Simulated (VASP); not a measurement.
# BN (Ama2) in VASP: a series of runs

Runs on BN. Level: PBE+D3(BJ). Tasks: single point.

Everything below comes from runs of VASP 6.6.1. Logs are shortened: lines on timing, memory, paths and dates and some standing lists are left out, and cuts for length are marked.

## (1) The cell of the first run

The structure is orthorhombic, space group Ama2 (No. 40). The conventional cell has a = 6.661 Å, b = 4.337 Å, c = 2.504 Å, α = 90.00°, β = 90.00°, γ = 90.00°. B (site symmetry m) has 3 N at 1.36 to 1.53 Å within 1.8 Å. N (site symmetry m) has 3 B at 1.36 to 1.53 Å within 1.8 Å.

## (2) Single point, PBE+D3(BJ)

File INCAR:

```
SYSTEM = BN
PREC = Accurate ; ENCUT = 520
EDIFF = 1E-6 ; ISMEAR = 0
SIGMA = 0.05 ; LREAL = .FALSE.
LASPH = .TRUE. ; NELM = 80
ALGO = Normal ; ISIF = 2
LWAVE = .FALSE. ; LCHARG = .FALSE.
GGA = PE ; IVDW = 12
NBANDS = 16
```

File KPOINTS:

```
regular mesh
0
G
  12 12 4
  0 0 0
```

File POSCAR:

```
BN
1.0
    2.5039917043      0.0000000000      0.0000000000
   -1.2519958522      2.1685204268      0.0000000000
    0.0000000000      0.0000000000      6.6612000000
B N
2 2
Direct
    0.3732695679      0.7066029012      0.2500000000
    0.7066029012      0.3732695679      0.7500000000
    0.3333333333      0.6666666667      0.7500000000
    0.6666666667      0.3333333333      0.2500000000
```

Potentials or basis: VASP PAW PBE potentials, release 64 (B, N).

On the command line:

```sh
cat potpaw_PBE.64/B/POTCAR potpaw_PBE.64/N/POTCAR > POTCAR
mpirun -np 1 vasp_std > vasp.out
```

OUTCAR:

```text
SYSTEM = BN
   PREC = Accurate
   ENCUT = 520
   EDIFF = 1E-6
   ISMEAR = 0
   LREAL = .FALSE.
   LASPH = .TRUE.
   NELM = 80
   ISIF = 2
   GGA = PE
   IVDW = 12
 IVDW          = 12

 ion  position               nearest neighbor table
   1  0.373  0.707  0.250-   4 1.36   4 1.45   4 1.53
   2  0.707  0.373  0.750-   3 1.36   3 1.45   3 1.53
   3  0.333  0.667  0.750-   2 1.36   2 1.45   2 1.53
   4  0.667  0.333  0.250-   1 1.36   1 1.45   1 1.53

  LATTYP: Found a hexagonal cell.
 ALAT       =     2.5039917043
 C/A-ratio  =     2.6602324555

  Lattice vectors:

 A1 = (   2.5039917043,   0.0000000000,   0.0000000000)
 A2 = (  -1.2519958522,   2.1685204268,   0.0000000000)
 A3 = (   0.0000000000,   0.0000000000,   6.6612000000)

Analysis of symmetry for initial positions (statically):
=====================================================================
 Subroutine PRICEL returns:
 Original cell was already a primitive cell.

 Routine SETGRP: Setting up the symmetry group for a
 hexagonal supercell.

 Subroutine GETGRP returns: Found  4 space group operations
 (whereof  2 operations were pure point group operations)
 out of a pool of 24 trial point group operations.

The static configuration has the point symmetry C_2 .
 The point group associated with its full space group is C_2v.

Analysis of symmetry for dynamics (positions and initial velocities):
=====================================================================
 Subroutine PRICEL returns:
 Original cell was already a primitive cell.

 Routine SETGRP: Setting up the symmetry group for a
 hexagonal supercell.

 Subroutine GETGRP returns: Found  4 space group operations
 (whereof  2 operations were pure point group operations)
 out of a pool of 24 trial point group operations.

The dynamic configuration has the point symmetry C_2 .
 The point group associated with its full space group is C_2v.

 Subroutine INISYM returns: Found  4 space group operations
 (whereof  2 operations are pure point group operations),
 and found     1 'primitive' translations

----------------------------------------------------------------------------------------

                                     Primitive cell

  volume of cell :      36.1700

  direct lattice vectors                    reciprocal lattice vectors
     2.503991704  0.000000000  0.000000000     0.399362345  0.230571958  0.000000000
    -1.251995852  2.168520427  0.000000000     0.000000000  0.461143915  0.000000000
     0.000000000  0.000000000  6.661200000     0.000000000  0.000000000  0.150123101

  length of vectors
     2.503991704  2.503991704  6.661200000     0.461143915  0.461143915  0.150123101

  position of ions in fractional coordinates (direct lattice)
     0.373269568  0.706602901  0.250000000
     0.706602901  0.373269568  0.750000000
     0.333333333  0.666666667  0.750000000
     0.666666667  0.333333333  0.250000000

  ion indices of the primitive-cell ions
   primitive index   ion index
                 1           1
                 2           2
                 3           3
                 4           4

----------------------------------------------------------------------------------------

 KPOINTS: regular mesh

Automatic generation of k-mesh.
 Grid dimensions read from file:
 generate k-points for:   12   12    4

 Generating k-lattice:

  Cartesian coordinates                     Fractional coordinates (reciprocal lattice)
     0.033280195  0.019214330  0.000000000     0.083333333 -0.000000000  0.000000000
     0.000000000  0.038428660  0.000000000     0.000000000  0.083333333  0.000000000
     0.000000000  0.000000000  0.037530775     0.000000000  0.000000000  0.250000000

  Length of vectors
     0.038428660  0.038428660  0.037530775

  Shift w.r.t. Gamma in fractional coordinates (k-lattice)
     0.000000000  0.000000000  0.000000000

 Subroutine IBZKPT returns following result:
 ===========================================

 Found    129 irreducible k-points:

 Following reciprocal coordinates:
            Coordinates               Weight
  0.000000  0.000000  0.000000      1.000000
  0.083333  0.000000  0.000000      4.000000
 -0.083333  0.083333  0.000000      2.000000
  0.166667  0.000000  0.000000      4.000000
 -0.166667  0.166667  0.000000      2.000000
  0.250000  0.000000  0.000000      4.000000
[... 16 lines left out ...]
 -0.083333  0.416667  0.000000      4.000000
 -0.416667  0.333333  0.000000      4.000000
 [... further k-points ...]
   k-points           NKPTS =    129   k-points in BZ     NKDIM =    129   number of bands    NBANDS=     16
   number of dos      NEDOS =    301   number of ions     NIONS =      4
   total plane-waves  NPLWV =  20000
   dimension x,y,z NGX =    20 NGY =   20 NGZ =   50
   dimension x,y,z NGXF=    40 NGYF=   40 NGZF=  100
   ions per type =               2   2
   NGX,Y,Z   is equivalent  to a cutoff of  13.28, 13.28, 12.48 a.u.
   NGXF,Y,Z  is equivalent  to a cutoff of  26.56, 26.56, 24.96 a.u.
 SYSTEM =  BN
   PREC   = accura    normal or accurate (medium, high low for compatibility)
   ISTART =      0    job   : 0-new  1-cont  2-samecut
   ICHARG =      2    charge: 1-file 2-atom 10-const
   ISPIN  =      1    spin polarized calculation?
   LNONCOLLINEAR =      F non collinear calculations
   LSORBIT =      F    spin-orbit coupling
   LASPH  =      T    aspherical Exc in radial PAW
   ENCUT  =  520.0 eV  38.22 Ry    6.18 a.u.   4.66  4.66 12.39*2*pi/ulx,y,z
   NELM   =     80;   NELMIN=  2; NELMDL= -5     # of ELM steps
   EDIFF  = 0.1E-05   stopping-criterion for ELM
   LREAL  =      F    real-space projection
   EDIFFG = 0.1E-04   stopping-criterion for IOM
   NSW    =      0    number of steps for IOM
   IBRION =     -1    ionic relax: 0-MD 1-quasi-New 2-CG
   NFREE  =      0    steps in history (QN), initial steepest desc. (CG)
   ISIF   =      2    stress and relaxation
   ISYM   =      2    0-nonsym 1-usesym 2-fastsym
   POTIM  = 0.5000    time-step for ionic-motion
   TEBEG  =    0.0;   TEEND  =   0.0 temperature during run
   PSTRESS=    0.0 pullay stress
   NELECT =      16.0000    total number of electrons
   NUPDOWN=      -1.0000    fix difference up-down
   EMIN   =  10.00;   EMAX   =-10.00  energy-range for DOS
   EFERMI =   0.00;   METHOD = LEGACY
   ISMEAR =     0;   SIGMA  =   0.05  broadening in eV -4-tet -1-fermi 0-gaus
   EFERMI_NEDOS =   21; number of points for ismear=-14 and -15
   IALGO  =     38    algorithm
   IMIX   =      4    mixing-type and parameters
     AMIX     =   0.40;   BMIX     =  1.00
     AMIX_MAG =   1.60;   BMIX_MAG =  1.00
  volume/ion in A,a.u.               =       9.04        61.02
  Fermi-wavevector in a.u.,A,eV,Ry     =   1.247379  2.357205 21.170055  1.555955
  Thomas-Fermi vector in A             =   2.381514
   LORBIT       =      0    0 simple, 1 ext, 2 COOP (PROOUT), +10 PAW based schemes
   GGA     = PE    functional components
   LHFCALC =     F    Hartree Fock is set to
   AEXX    =    0.0000 exact exchange contribution
   IVDW    =    12    specifies the selected vdW correction
   LEPSILON=     F    determine dielectric tensor
   LRPA    =     F    only Hartree local field effects (RPA)
 non-spin polarized calculation
 Gauss-broadening in eV      SIGMA  =   0.05
  energy-cutoff  :      520.00
  volume of cell :       36.17
 maximum number of plane-waves:       992
   NGX =  9   NGY =  9   NGZ = 25

 number of electron      15.9999998 magnetization

 Free energy of the ion-electron system (eV)
  ---------------------------------------------------
  ext. energy  EPLUGINS =         0.00000000
  ---------------------------------------------------
  free energy    TOTEN  =       -34.73971579 eV

  energy without entropy =      -34.73971579  energy(sigma->0) =      -34.73971579

 E-fermi :   2.4239     XC(G=0): -10.0434

 val. band max:        2.2015840802   @ k =  -0.2500  -0.4167   0.0000
 cond. band min:       6.3314054769   @ k =   0.5000   0.0000   0.0000
 fundamental gap:      4.1298213967
 Fermi energy:         2.4238811631

 k-point     1 :       0.0000    0.0000    0.0000
  band No.  band energies     occupation
      1     -15.5620      2.00000
      2     -15.2756      2.00000
      3      -3.9771      2.00000
      4      -1.8940      2.00000
      5      -0.2110      2.00000
      6      -0.2069      2.00000
[... 8 lines left out ...]
     15      15.3634      0.00000
     16      15.7560      0.00000

 k-point     2 :       0.0833    0.0000    0.0000
  band No.  band energies     occupation
      1     -15.4270      2.00000
      2     -15.1451      2.00000
      3      -3.7912      2.00000
      4      -1.7272      2.00000
      5      -0.6489      2.00000
      6      -0.4339      2.00000
[... 8 lines left out ...]
     15      15.5144      0.00000
     16      16.1724      0.00000

 k-point     3 :      -0.0833    0.0833    0.0000
  band No.  band energies     occupation
      1     -15.4273      2.00000
      2     -15.1455      2.00000
      3      -3.7909      2.00000
      4      -1.7267      2.00000
      5      -0.5843      2.00000
      6      -0.5706      2.00000
[... 8 lines left out ...]
     15      15.6981      0.00000
     16      16.1714      0.00000

 k-point     4 :       0.1667    0.0000    0.0000
  band No.  band energies     occupation
      1     -15.0301      2.00000
      2     -14.7605      2.00000
      3      -3.2403      2.00000
      4      -1.8082      2.00000
      5      -1.2372      2.00000
      6      -1.0915      2.00000
[... 8 lines left out ...]
     15      16.3037      0.00000
     16      17.5218      0.00000
[... 324 lines left out ...]
 k-point    22 :       0.3333    0.0833    0.0000
  band No.  band energies     occupation
      1     -13.1210      2.00000
      2     -12.9048      2.00000
      3      -5.6071      2.00000
      4      -5.1082      2.00000
      5      -2.4197      2.00000
      6      -1.4512      2.00000
[... 8 lines left out ...]
     15      17.4371      0.00000
     16      20.5678      0.00000

 k-point    23 :      -0.0833    0.4167    0.0000
  band No.  band energies     occupation
      1     -13.1375      2.00000
      2     -12.8920      2.00000
      3      -5.6099      2.00000
      4      -5.1110      2.00000
      5      -2.4300      2.00000
      6      -1.3910      2.00000
[... 8 lines left out ...]
     15      17.5649      0.00000
     16      20.4799      0.00000

 k-point    24 :      -0.4167    0.3333    0.0000
  band No.  band energies     occupation
      1     -13.1101      2.00000
      2     -12.9332      2.00000
      3      -5.4744      2.00000
      4      -5.3957      2.00000
      5      -1.7977      2.00000
      6      -1.7087      2.00000
[... 8 lines left out ...]
     15      17.5965      0.00000
     16      20.9019      0.00000

 [... further k-points ...]

------------------------ aborting loop because EDIFF is reached ----------------------------------------

 Edisp (eV)   -0.56247

 E8    (eV) :    -0.1647

  FORCE on cell =-STRESS in cart. coord.  units (eV):
  Direction    XX          YY          ZZ          XY          YZ          ZX
  --------------------------------------------------------------------------------------
  -------------------------------------------------------------------------------------
  Total       1.39116     1.72845    -0.08297     0.29210     0.00000     0.00000
  in kB      61.62256    76.56310    -3.67524    12.93889     0.00000     0.00000
  external pressure =       44.84 kB  Pullay stress =        0.00 kB

 VOLUME and BASIS-vectors are now :
 -----------------------------------------------------------------------------
  energy-cutoff  :      520.00
  volume of cell :       36.17
      direct lattice vectors                 reciprocal lattice vectors
     2.503991704  0.000000000  0.000000000     0.399362345  0.230571958  0.000000000
    -1.251995852  2.168520427  0.000000000     0.000000000  0.461143915  0.000000000
     0.000000000  0.000000000  6.661200000     0.000000000  0.000000000  0.150123101

 POSITION                                       TOTAL-FORCE (eV/Angst)
 -----------------------------------------------------------------------------------
      0.05000      1.53228      1.66530        -1.519291     -3.935216      0.000000
      1.30200      0.80944      4.99590        -2.648351     -3.283352      0.000000
     -0.00000      1.44568      4.99590         2.649966      3.282420      0.000000
      1.25200      0.72284      1.66530         1.517676      3.936148      0.000000
 -----------------------------------------------------------------------------------
    total drift:                                0.000208      0.000361      0.000000

  FREE ENERGIE OF THE ION-ELECTRON SYSTEM (eV)
  ---------------------------------------------------
  free  energy   TOTEN  =       -35.3021887198 eV

  energy  without entropy=      -35.3021887198  energy(sigma->0) =      -35.30218872
```

Run time: 67 s. Hardware: 1 thread of Intel Xeon Platinum 8259CL at 2.50GHz (Skylake/Cascade Lake), shared host; peak memory 0.2 GiB.

Results:

```
Free energy                : -35.3022 eV
Pressure                   : 4.5 GPa
Largest force              : 4.219 eV/Å
Band gap on the k mesh     : 4.13 eV, indirect (least direct gap 4.49 eV)
Dispersion energy per atom : -0.141 eV
```

Forces in eV/Å, atoms in the order of the input:
```
B   -1.519 -3.935  0.000
B   -2.648 -3.283  0.000
N    2.650  3.282  0.000
N    1.518  3.936  0.000
```

Caveat: the cell differs from its parent crystal (all B atoms moved -0.100 Å, as atom 1 towards its neighbour atom 1 (B) at 2.504 Å); forces of over 1 eV/Å act on the atoms, so gaps and moduli don't describe the material at rest. A k mesh can miss the band edges.

## (3) Single point, PBE+D3(BJ)

File INCAR:

```
SYSTEM = BN
ALGO = Normal ; EDIFF = 1E-7
ENCUT = 520 ; GGA = PE
ISIF = 2 ; ISMEAR = 0
IVDW = 12 ; LASPH = .TRUE.
LCHARG = .FALSE. ; LREAL = .FALSE.
LWAVE = .FALSE. ; NBANDS = 16
NELM = 60 ; PREC = Accurate
SIGMA = 0.05
```

File KPOINTS:

```
k-points
0
G
  12 12 4
  0 0 0
```

Changes to POSCAR since step 2:

```diff
@@ -8,4 +8,4 @@
 Direct
-    0.3732695679      0.7066029012      0.2500000000
-    0.7066029012      0.3732695679      0.7500000000
+    0.3133652161      0.6466985494      0.2500000000
+    0.6466985494      0.3133652161      0.7500000000
     0.3333333333      0.6666666667      0.7500000000
```

Potentials or basis: VASP PAW PBE potentials, release 64 (B, N).

On the command line:

```sh
cat potpaw_PBE.64/B/POTCAR potpaw_PBE.64/N/POTCAR > POTCAR
mpirun -np 1 vasp_std > vasp.out
```

It took 61 s on 1 thread of Intel Xeon Platinum 8259CL at 2.50GHz (Skylake/Cascade Lake), shared host; peak memory 0.2 GiB.

Results (log left out):

```
Free energy                : -35.6138 eV
Pressure                   : 1.7 GPa
Largest force              : 2.077 eV/Å
Band gap on the k mesh     : 4.24 eV, indirect (least direct gap 4.63 eV)
Dispersion energy per atom : -0.141 eV
```

Forces in eV/Å, atoms in the order of the input:
```
B    1.174  1.713  0.000
B    0.897  1.874  0.000
N   -0.896 -1.874  0.000
N   -1.175 -1.713  0.000
```

Stress tensor (GPa, compression positive):
```
 2.46  0.32  0.00
 0.32  2.84  0.00
 0.00  0.00 -0.35
```

Levels at points of the mesh, in eV from the valence-band top:
```tsv
k point	band 4	band 5	band 6	band 7	band 8	band 9	band 10	band 11	band 12	band 13
(0.00, 0.00, 0.00)	-4.10	-1.87	-1.87	-0.72	-0.72	5.26	10.30	10.83	10.86	12.07
(0.50, 0.00, 0.00)	-8.75	-4.36	-3.83	-1.44	-0.41	4.24	5.74	9.52	9.97	12.72
(0.50, 0.50, 0.00)	-8.82	-4.08	-4.02	-1.42	-0.43	4.30	5.66	9.46	9.87	12.73
(0.00, 0.00, 0.50)	-5.26	-1.87	-1.87	-0.72	-0.72	7.60	7.60	10.86	10.86	12.36
(0.50, 0.00, 0.50)	-8.77	-4.36	-3.83	-1.07	-0.75	4.45	5.09	9.84	9.98	13.52
(0.50, 0.50, 0.50)	-8.86	-4.05	-4.05	-0.91	-0.91	4.76	4.76	9.83	9.83	13.60
```

Caveat: the cell differs from its parent crystal (all B atoms moved +0.050 Å, as atom 1 towards its neighbour atom 1 (B) at 2.504 Å); forces of over 1 eV/Å act on the atoms, so gaps and moduli don't describe the material at rest. A k mesh can miss the band edges.
